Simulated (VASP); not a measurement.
Crystal: GaN.

```
Ga N
1.0
     0.00000    2.24895    2.24895
     2.24895    0.00000    2.24895
     2.24895    2.24895    0.00000
Ga N
1 1
Cartesian
  0.0000 0.0000 0.0000
  1.1245 1.1245 1.1245
```

Program: VASP 6.6.1. Alike in all runs: potentials or basis VASP PAW PBE potentials, release 64 (Ga_d, N); no spin polarisation; cell as given; cutoff (eV) 520.

Order these runs on this cell by their band gap on the k mesh, lowest first.
A. level r2SCAN; k mesh 8 × 8 × 8; smearing gaussian 0.01 eV
B. level HSE06; k mesh 6 × 6 × 6; smearing fermi-dirac 0.02 eV; grid for exact exchange (PRECFOCK) Normal; share of exact exchange 0.25; screening parameter 0.2079 1/Å
C. level PBE0; k mesh 6 × 6 × 6; smearing gaussian 0.01 eV; grid for exact exchange (PRECFOCK) Normal; share of exact exchange 0.25

A (2.16 eV), B (3.02 eV), C (3.75 eV).
